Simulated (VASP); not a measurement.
# Sr4TmSi (R-3m) in VASP: further runs

The runs below take Sr4TmSi through single point, with PBE.

Program: VASP 6.6.1. These are calculated values, not measurements. Logs are shortened: lines on timing, memory, paths and dates and some standing lists are left out, and cuts for length are marked.

**1. The cell of the first run**

The structure is trigonal, space group R-3m (No. 166). The conventional cell has a = 5.718 Å, b = 5.718 Å, c = 25.820 Å, α = 90.00°, β = 90.00°, γ = 120.00°. Sr (site symmetry 3m) has 3 Si at 3.45 Å and 7 Sr at 3.85 to 4.56 Å and 3 Tm at 4.67 Å within 4.7 Å. Sr (site symmetry 3m) has 1 Si at 3.06 Å and 3 Tm at 3.53 Å and 6 Sr at 3.89 to 4.14 Å within 4.2 Å. Within 4.7 Å of Tm (site symmetry -3m) lie 12 Sr at 3.53 to 4.67 Å. Si (site symmetry -3m) has 8 Sr at 3.06 to 3.45 Å within 4.0 Å.

**2. Single point, PBE (40.61 Å³/atom)**

Contents of INCAR:

```
SYSTEM = Sr4TmSi
PREC = Accurate
ENCUT = 500
EDIFF = 1E-6
ISMEAR = 0
SIGMA = 0.1
LREAL = .FALSE.
LASPH = .TRUE.
NELM = 200
ALGO = Normal
ISIF = 2
LWAVE = .FALSE.
LCHARG = .FALSE.
GGA = PE
NBANDS = 36
GGA_COMPAT = .FALSE.
LMAXMIX = 6
```

Contents of KPOINTS:

```
Automatic mesh
0
G
  6 6 6
  0 0 0
```

Contents of POSCAR:

```
Sr4TmSi
1.0
    2.8588917626      1.6505819287      8.6066927719
   -2.8588917626      1.6505819287      8.6066927719
    0.0000000000     -3.3011638574      8.6066927719
Sr Tm Si
4 1 1
Direct
    0.7052051449      0.7052051449      0.7052051449
    0.2947948551      0.2947948551      0.2947948551
    0.8816442321      0.8816442321      0.8816442321
    0.1183557679      0.1183557679      0.1183557679
    0.5000000000      0.5000000000      0.5000000000
    0.0000000000      0.0000000000      0.0000000000
```

Potentials or basis: VASP PAW PBE potentials, release 64 (Sr_sv, Tm_3, Si), 4f in core.

Command:

```
cat potpaw_PBE.64/Sr_sv/POTCAR potpaw_PBE.64/Tm_3/POTCAR potpaw_PBE.64/Si/POTCAR > POTCAR
mpirun -np 1 vasp_std > vasp.out
```

OUTCAR:

```text
SYSTEM = Sr4TmSi
   PREC = Accurate
   ENCUT = 500
   EDIFF = 1E-6
   ISMEAR = 0
   LREAL = .FALSE.
   LASPH = .TRUE.
   NELM = 200
   ISIF = 2
   GGA = PE

 ion  position               nearest neighbor table
   1  0.705  0.705  0.705-   6 3.45   6 3.45   6 3.45   2 3.85   2 3.85   2 3.85   4 3.89   4 3.89
                             4 3.89   3 4.56
   2  0.295  0.295  0.295-   6 3.45   6 3.45   6 3.45   1 3.85   1 3.85   1 3.85   3 3.89   3 3.89
                             3 3.89   4 4.56
   3  0.882  0.882  0.882-   6 3.06   5 3.53   5 3.53   5 3.53   2 3.89   2 3.89   2 3.89   4 4.14
                             4 4.14   4 4.14   1 4.56
   4  0.118  0.118  0.118-   6 3.06   5 3.53   5 3.53   5 3.53   1 3.89   1 3.89   1 3.89   3 4.14
                             3 4.14   3 4.14   2 4.56
   5  0.500  0.500  0.500-   4 3.53   3 3.53   4 3.53   4 3.53   3 3.53   3 3.53
   6  0.000  0.000  0.000-   3 3.06   4 3.06   1 3.45   2 3.45   1 3.45   1 3.45   2 3.45   2 3.45

  LATTYP: Found a trigonal (rhomboedric) cell.
 ALAT       =     9.2180715599
 COS(alpha) =     0.8076264888

  Lattice vectors:

 A1 = (   2.8588917626,   1.6505819287,   8.6066927719)
 A2 = (  -2.8588917626,   1.6505819287,   8.6066927719)
 A3 = (   0.0000000000,  -3.3011638574,   8.6066927719)

Analysis of symmetry for initial positions (statically):
=====================================================================
 Subroutine PRICEL returns:
 Original cell was already a primitive cell.

 Routine SETGRP: Setting up the symmetry group for a
 trigonal (rhombohedral) supercell.

 Subroutine GETGRP returns: Found 12 space group operations
 (whereof 12 operations were pure point group operations)
 out of a pool of 12 trial point group operations.

The static configuration has the point symmetry D_3d.

Analysis of symmetry for dynamics (positions and initial velocities):
=====================================================================
 Subroutine PRICEL returns:
 Original cell was already a primitive cell.

 Routine SETGRP: Setting up the symmetry group for a
 trigonal (rhombohedral) supercell.

 Subroutine GETGRP returns: Found 12 space group operations
 (whereof 12 operations were pure point group operations)
 out of a pool of 12 trial point group operations.

The dynamic configuration has the point symmetry D_3d.

 Subroutine INISYM returns: Found 12 space group operations
 (whereof 12 operations are pure point group operations),
 and found     1 'primitive' translations

----------------------------------------------------------------------------------------

                                     Primitive cell

  volume of cell :     243.6814

  direct lattice vectors                    reciprocal lattice vectors
     2.858891763  1.650581929  8.606692772     0.174892945  0.100974489  0.038729549
    -2.858891763  1.650581929  8.606692772    -0.174892945  0.100974489  0.038729549
     0.000000000 -3.301163857  8.606692772     0.000000000 -0.201948978  0.038729549

  length of vectors
     9.218071560  9.218071560  9.218071560     0.205629199  0.205629199  0.205629199

  position of ions in fractional coordinates (direct lattice)
     0.705205145  0.705205145  0.705205145
     0.294794855  0.294794855  0.294794855
     0.881644232  0.881644232  0.881644232
     0.118355768  0.118355768  0.118355768
     0.500000000  0.500000000  0.500000000
     0.000000000  0.000000000  0.000000000

  ion indices of the primitive-cell ions
   primitive index   ion index
                 1           1
                 2           2
                 3           3
                 4           4
                 5           5
                 6           6

----------------------------------------------------------------------------------------

 KPOINTS: Automatic mesh

Automatic generation of k-mesh.
 Grid dimensions read from file:
 generate k-points for:    6    6    6

 Generating k-lattice:

  Cartesian coordinates                     Fractional coordinates (reciprocal lattice)
     0.029148824  0.016829081  0.006454925     0.166666667 -0.000000000 -0.000000000
    -0.029148824  0.016829081  0.006454925    -0.000000000  0.166666667 -0.000000000
     0.000000000 -0.033658163  0.006454925    -0.000000000 -0.000000000  0.166666667

  Length of vectors
     0.034271533  0.034271533  0.034271533

  Shift w.r.t. Gamma in fractional coordinates (k-lattice)
     0.000000000  0.000000000  0.000000000

 Subroutine IBZKPT returns following result:
 ===========================================

 Found     32 irreducible k-points:

 Following reciprocal coordinates:
            Coordinates               Weight
  0.000000  0.000000  0.000000      1.000000
  0.166667 -0.000000 -0.000000      6.000000
  0.333333 -0.000000  0.000000      6.000000
  0.500000  0.000000 -0.000000      3.000000
  0.166667  0.166667 -0.000000      6.000000
  0.333333  0.166667  0.000000     12.000000
[... 16 lines left out ...]
  0.500000  0.500000  0.166667      6.000000
 -0.333333  0.500000  0.166667     12.000000
 [... further k-points ...]
   k-points           NKPTS =     32   k-points in BZ     NKDIM =     32   number of bands    NBANDS=     36
   number of dos      NEDOS =    301   number of ions     NIONS =      6
   total plane-waves  NPLWV = 343000
   dimension x,y,z NGX =    70 NGY =   70 NGZ =   70
   dimension x,y,z NGXF=   140 NGYF=  140 NGZF=  140
   ions per type =               4   1   1
   NGX,Y,Z   is equivalent  to a cutoff of  12.62, 12.62, 12.62 a.u.
   NGXF,Y,Z  is equivalent  to a cutoff of  25.25, 25.25, 25.25 a.u.
 SYSTEM =  Sr4TmSi
   PREC   = accura    normal or accurate (medium, high low for compatibility)
   ISTART =      0    job   : 0-new  1-cont  2-samecut
   ICHARG =      2    charge: 1-file 2-atom 10-const
   ISPIN  =      1    spin polarized calculation?
   LNONCOLLINEAR =      F non collinear calculations
   LSORBIT =      F    spin-orbit coupling
   LASPH  =      T    aspherical Exc in radial PAW
   ENCUT  =  500.0 eV  36.75 Ry    6.06 a.u.  16.81 16.81 16.81*2*pi/ulx,y,z
   NELM   =    200;   NELMIN=  2; NELMDL= -5     # of ELM steps
   EDIFF  = 0.1E-05   stopping-criterion for ELM
   LREAL  =      F    real-space projection
   EDIFFG = 0.1E-04   stopping-criterion for IOM
   NSW    =      0    number of steps for IOM
   IBRION =     -1    ionic relax: 0-MD 1-quasi-New 2-CG
   NFREE  =      0    steps in history (QN), initial steepest desc. (CG)
   ISIF   =      2    stress and relaxation
   ISYM   =      2    0-nonsym 1-usesym 2-fastsym
   POTIM  = 0.5000    time-step for ionic-motion
   TEBEG  =    0.0;   TEEND  =   0.0 temperature during run
   PSTRESS=    0.0 pullay stress
   NELECT =      53.0000    total number of electrons
   NUPDOWN=      -1.0000    fix difference up-down
   EMIN   =  10.00;   EMAX   =-10.00  energy-range for DOS
   EFERMI =   0.00;   METHOD = LEGACY
   ISMEAR =     0;   SIGMA  =   0.10  broadening in eV -4-tet -1-fermi 0-gaus
   EFERMI_NEDOS =   21; number of points for ismear=-14 and -15
   IALGO  =     38    algorithm
   IMIX   =      4    mixing-type and parameters
     AMIX     =   0.40;   BMIX     =  1.00
     AMIX_MAG =   1.60;   BMIX_MAG =  1.00
  volume/ion in A,a.u.               =      40.61       274.07
  Fermi-wavevector in a.u.,A,eV,Ry     =   0.984523  1.860479 13.187939  0.969286
  Thomas-Fermi vector in A             =   2.115762
   LORBIT       =      0    0 simple, 1 ext, 2 COOP (PROOUT), +10 PAW based schemes
   GGA     = PE    functional components
   LHFCALC =     F    Hartree Fock is set to
   AEXX    =    0.0000 exact exchange contribution
   IVDW    =     0    specifies the selected vdW correction
   LEPSILON=     F    determine dielectric tensor
   LRPA    =     F    only Hartree local field effects (RPA)
 non-spin polarized calculation
 Gauss-broadening in eV      SIGMA  =   0.10
  energy-cutoff  :      500.00
  volume of cell :      243.68
 maximum number of plane-waves:      6229
 NGX is ok and might be reduce to    70
   NGX = 33   NGY = 33   NGZ = 33

 number of electron      53.0000001 magnetization

 Free energy of the ion-electron system (eV)
  ---------------------------------------------------
  ext. energy  EPLUGINS =         0.00000000
  ---------------------------------------------------
  free energy    TOTEN  =       -15.42446406 eV

  energy without entropy =      -15.37539154  energy(sigma->0) =      -15.39992780

 E-fermi :   2.1913     XC(G=0):  -8.1559

 val. band max:        2.1813174894   @ k =   0.3333   0.3333   0.3333
 cond. band min:       2.2002270417   @ k =   0.1667  -0.0000  -0.0000
 fundamental gap:      0.0189095524
 Fermi energy:         2.1912719700

 k-point     1 :       0.0000    0.0000    0.0000
  band No.  band energies     occupation
      1     -33.9991      2.00000
      2     -33.9725      2.00000
      3     -33.4171      2.00000
      4     -33.4055      2.00000
      5     -24.5700      2.00000
      6     -24.5089      2.00000
[... 28 lines left out ...]
     35       4.3044      0.00000
     36       4.6127      0.00000

 k-point     2 :       0.1667   -0.0000   -0.0000
  band No.  band energies     occupation
      1     -33.9975      2.00000
      2     -33.9740      2.00000
      3     -33.4165      2.00000
      4     -33.4062      2.00000
      5     -24.5702      2.00000
      6     -24.5090      2.00000
[... 28 lines left out ...]
     35       4.5173      0.00000
     36       4.8079      0.00000

 k-point     3 :       0.3333   -0.0000    0.0000
  band No.  band energies     occupation
      1     -33.9932      2.00000
      2     -33.9779      2.00000
      3     -33.4149      2.00000
      4     -33.4080      2.00000
      5     -24.5706      2.00000
      6     -24.5094      2.00000
[... 28 lines left out ...]
     35       4.3327      0.00000
     36       4.7812      0.00000
[... 742 lines left out ...]
 k-point    23 :       0.5000    0.5000    0.1667
  band No.  band energies     occupation
      1     -33.9932      2.00000
      2     -33.9779      2.00000
      3     -33.4149      2.00000
      4     -33.4081      2.00000
      5     -24.5706      2.00000
      6     -24.5094      2.00000
[... 28 lines left out ...]
     35       4.4964      0.00000
     36       4.9247      0.00000

 k-point    24 :      -0.3333    0.5000    0.1667
  band No.  band energies     occupation
      1     -33.9899      2.00000
      2     -33.9811      2.00000
      3     -33.4136      2.00000
      4     -33.4095      2.00000
      5     -24.5708      2.00000
      6     -24.5093      2.00000
[... 28 lines left out ...]
     35       4.4964      0.00000
     36       4.7502      0.00000

 [... further k-points ...]

------------------------ aborting loop because EDIFF is reached ----------------------------------------

  FORCE on cell =-STRESS in cart. coord.  units (eV):
  Direction    XX          YY          ZZ          XY          YZ          ZX
  --------------------------------------------------------------------------------------
  -------------------------------------------------------------------------------------
  Total        1.0143576      1.0143576      1.0613725     -0.0000000      0.0000000      0.0000000
  in kB        6.6692853      6.6692853      6.9784032     -0.0000000      0.0000000      0.0000000
  external PRESSURE =       6.7723246 kB  Pullay stress =       0.0000000 kB

 VOLUME and BASIS-vectors are now :
 -----------------------------------------------------------------------------
  energy-cutoff  :      500.00
  volume of cell :      243.68
      direct lattice vectors                 reciprocal lattice vectors
     2.858891763  1.650581929  8.606692772     0.174892945  0.100974489  0.038729549
    -2.858891763  1.650581929  8.606692772    -0.174892945  0.100974489  0.038729549
     0.000000000 -3.301163857  8.606692772     0.000000000 -0.201948978  0.038729549

 POSITION                                       TOTAL-FORCE (eV/Angst)
 -----------------------------------------------------------------------------------
      0.00000      0.00000     18.20845         0.000000      0.000000      0.003141
      0.00000      0.00000      7.61163         0.000000     -0.000000     -0.003141
      0.00000      0.00000     22.76412         0.000000     -0.000000      0.000126
      0.00000      0.00000      3.05596         0.000000     -0.000000     -0.000126
      0.00000      0.00000     12.91004         0.000000     -0.000000     -0.000000
      0.00000      0.00000      0.00000         0.000000     -0.000000     -0.000000
 -----------------------------------------------------------------------------------
    total drift:                               -0.000000      0.000000     -0.000000

  FREE ENERGIE OF THE ION-ELECTRON SYSTEM (eV)
  ---------------------------------------------------
  free  energy   TOTEN  =       -15.4244640559 eV

  energy  without entropy=      -15.3753915370  energy(sigma->0) =      -15.39992780
```

It took 7 min on 1 thread of Intel Xeon 6975P-C (Granite Rapids), shared host; peak memory 0.84 GiB.

Results:

| Quantity | Value |
| --- | --- |
| Free energy | -15.4245 eV |
| Pressure | 0.7 GPa |
| Largest force | 0.003 eV/Å |
| Band gap on the k mesh | zero (an odd number of electrons rules out a gap without spin polarisation) |

Forces on the atoms (eV/Å):
```
Sr   0.000  0.000  0.003
Sr   0.000  0.000 -0.003
Sr   0.000  0.000  0.000
Sr   0.000  0.000  0.000
Tm   0.000  0.000  0.000
Si   0.000  0.000  0.000
```

Caveat: spin-orbit coupling is left out, which moves the levels of the heavy elements; the 4f electrons are frozen in the core, so they carry no moment and show no levels.

(Continued in part 2 of 3.)
